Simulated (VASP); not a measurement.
# Si: single point with PBE

Si, a slab with vacuum:

```
CELL_PARAMETERS angstrom
3.86854 0.00000 0.00000
0.00000 5.47094 0.00000
0.00000 0.00000 19.86850
ATOMIC_POSITIONS crystal
Si 0.75000 0.11558 0.40821
Si 0.25000 0.88442 0.40821
Si 0.25000 0.61983 0.50000
Si 0.75000 0.38017 0.50000
Si 0.75000 0.11558 0.59179
Si 0.25000 0.88442 0.59179
```

* Program: VASP 6.6.1
* Task: single point
* Functional: PBE
* Potentials or basis: VASP PAW PBE potentials, release 64 (Si)
* Cutoff: 520 eV
* k mesh: 8 × 6 × 1
* Occupations: fermi-dirac, width 0.02 eV
* Spin: no spin polarisation

```
Largest force          : 0.005 eV/Å
Band gap on the k mesh : zero (band 12 reaches -1.73 eV, above the bottom of band 13 at -1.89 eV)
```

Forces in eV/Å, atoms in the order of the input:
```
Si   0.000  0.000  0.005
Si   0.000  0.000  0.005
Si   0.000 -0.001  0.000
Si   0.000  0.001  0.000
Si   0.000  0.000 -0.005
Si   0.000  0.000 -0.005
```

Levels at points of the mesh, in eV from the Fermi level:
| k point | band 9 | band 10 | band 11 | band 12 | band 13 | band 14 | band 15 | band 16 |
| --- | --- | --- | --- | --- | --- | --- | --- | --- |
| (0.00, 0.00, 0.00) | -1.40 | -0.69 | -0.47 | -0.35 | 0.32 | 1.07 | 2.19 | 2.43 |
| (0.50, 0.00, 0.00) | -2.35 | -2.35 | -0.89 | -0.89 | 0.56 | 0.56 | 2.07 | 2.07 |
| (0.00, 0.50, 0.00) | -1.68 | -1.33 | -0.79 | -0.42 | 0.47 | 0.82 | 2.15 | 2.24 |
| (0.50, 0.50, 0.00) | -2.53 | -2.53 | -0.56 | -0.56 | 0.74 | 0.74 | 3.31 | 3.31 |

It took 2.7 min on 1 thread of AMD EPYC 9R45 96-Core Processor (Zen 5) (shared host), peak memory 0.47 GiB.
